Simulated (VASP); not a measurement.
A run of VASP 6.6.1:

The input INCAR:

```
SYSTEM = CaO
PREC = Accurate
ENCUT = 520
EDIFF = 1E-7
ISMEAR = 0
SIGMA = 0.01
LREAL = .False.
LASPH = .True.
NELM = 100
ALGO = Normal
ISIF = 2
LWAVE = .False.
LCHARG = .True.
GGA = PE
LELF = .True.
LVHAR = .True.
NBANDS = 24
```

File KPOINTS:

```
Automatic mesh
0
Gamma
  6 6 4
  0 0 0
```

Contents of POSCAR:

```
CaO
1.0
    3.9808380022      0.0000000000      0.0000000000
   -1.9904190011      3.4475068382      0.0000000000
    0.0000000000      0.0000000000      4.7704440775
Ca O
2 2
Direct
    0.3333333333      0.6666666667     -0.0625000000
    0.6666666667      0.3333333333      0.4375000000
    0.3333333333      0.6666666667      0.4375000000
    0.6666666667      0.3333333333      0.9375000000
```

Potentials or basis: VASP PAW PBE potentials, release 64 (Ca_sv, O).

Run with:

```console
$ cat potpaw_PBE.64/Ca_sv/POTCAR potpaw_PBE.64/O/POTCAR > POTCAR
$ mpirun -np 1 vasp_std > vasp.out
```

Hardware: 1 thread of Intel Xeon 8259CL, on a shared host.

**Question.** Estimate the wall time of this run.

**Answer.** Wall time 81 s on 1 thread of Intel Xeon 8259CL (shared host), peak memory 0.19 GiB. Counts: scf iterations 16, k points 21.
